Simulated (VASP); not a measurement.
Here is a VASP 6.6.1 calculation.

POSCAR

```
LiCl
1.0
    0.0000000000      2.5560252063      2.5560252063
    2.5560252063      0.0000000000      2.5560252063
    2.5560252063      2.5560252063      0.0000000000
Li Cl
1 1
Direct
    0.0000000000      0.0000000000      0.0000000000
    0.5000000000      0.5000000000      0.5000000000
```

The input INCAR.step1:

```
PREC = Accurate
ENCUT = 520
EDIFF = 1E-5
ISMEAR = 0
SIGMA = 0.01
LREAL = False
LASPH = True
NELM = 100
ALGO = Normal
ISIF = 2
LWAVE = True
LCHARG = False
GGA = PE
NBANDS = 12
```

File INCAR.step2:

```
PREC = Accurate
ENCUT = 520
EDIFF = 1E-6
ISMEAR = 0
SIGMA = 0.01
LREAL = False
LASPH = True
NELM = 100
ALGO = Normal
ISIF = 2
LWAVE = False
LCHARG = False
GGA = PE
LHFCALC = True
HFSCREEN = 0.2079
PRECFOCK = Normal
ISTART = 1
NBANDS = 12
```

KPOINTS

```
regular mesh
0
Gamma
  4 4 4
```

Potentials or basis: VASP PAW PBE potentials, release 64 (Li_sv, Cl).

Run with:

```sh
$ cat potpaw_PBE.64/Li_sv/POTCAR potpaw_PBE.64/Cl/POTCAR > POTCAR
$ cp INCAR.step1 INCAR
$ mpirun -np 1 vasp_std > vasp.out
$ cp INCAR.step2 INCAR
$ mpirun -np 1 vasp_std > vasp.out
```

Task: What does it give for the band gap on the k mesh?

Result: 7.80 eV, direct.

Caveat: the k points lie up to 0.53 Å⁻¹ apart. A k mesh can miss the band edges.
